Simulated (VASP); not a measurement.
Set up this calculation in VASP 6.6.1, as the native input.

```yaml
Task: relaxation of cell and atoms
Functional: PBE
Potentials_or_basis: VASP PAW PBE potentials, release 64 (W_sv, C)
Cutoff: 600 eV
k_mesh: 18 × 18 × 14
Occupations: fermi-dirac, width 0.15 eV
Spin: no spin polarisation
Dipole_correction: no
Further_INCAR_settings: ALGO = Normal; EDIFF = 1e-07; IBRION = 2; EDIFFG = -0.001; NSW = 80; ISIF = 3
```

The structure of WC (pbe) lies in POSCAR:

```
WC
1.0
    2.9218847921      0.0000000000      0.0000000000
   -1.4609423961      2.5304264569      0.0000000000
    0.0000000000      0.0000000000      2.8472479463
W C
1 1
Direct
    0.0000000000      0.0000000000      0.0000000000
    0.6666666667      0.3333333333      0.5000000000
```

The input as run:

INCAR

```
SYSTEM = WC
  PREC = Accurate
  ENCUT = 600
  EDIFF = 1E-7
  ISMEAR = -1
  SIGMA = 0.15
  LREAL = .FALSE.
  LASPH = .TRUE.
  NELM = 100
  ALGO = Normal
  ISIF = 3
  LWAVE = .FALSE.
  LCHARG = .FALSE.
  GGA = PE
  IBRION = 2
  NSW = 80
  EDIFFG = -0.001
```

KPOINTS

```
Automatic mesh
0
G
  18 18 14
  0 0 0
```

Potentials or basis: VASP PAW PBE potentials, release 64 (W_sv, C).

Command:

```console
$ cat potpaw_PBE.64/W_sv/POTCAR potpaw_PBE.64/C/POTCAR > POTCAR
$ mpirun -np 1 vasp_std > vasp.out
```

It gave:

The relaxed volume is 10.55 Å³/atom. The relaxed cell is a = 2.925 Å, b = 2.925 Å, c = 2.849 Å, α = 90.00°, β = 90.00°, γ = 120.00° and the space group after relaxing (to 0.05 Å) is P-6m2 (No. 187). The energy gained by relaxing is 0.1 meV/atom, the ionic steps are 10 and the pressure after relaxing is 0.0 GPa. The band gap on the k mesh is zero (band 9 reaches 11.47 eV, above the bottom of band 10 at 10.28 eV).

Caveat: spin-orbit coupling is left out, which moves the levels of the heavy elements.

Wall time 2.8 min on 1 thread of Intel(R) Xeon(R) Platinum 8488C (Sapphire Rapids), with other jobs on the host, peak memory 0.24 GiB.
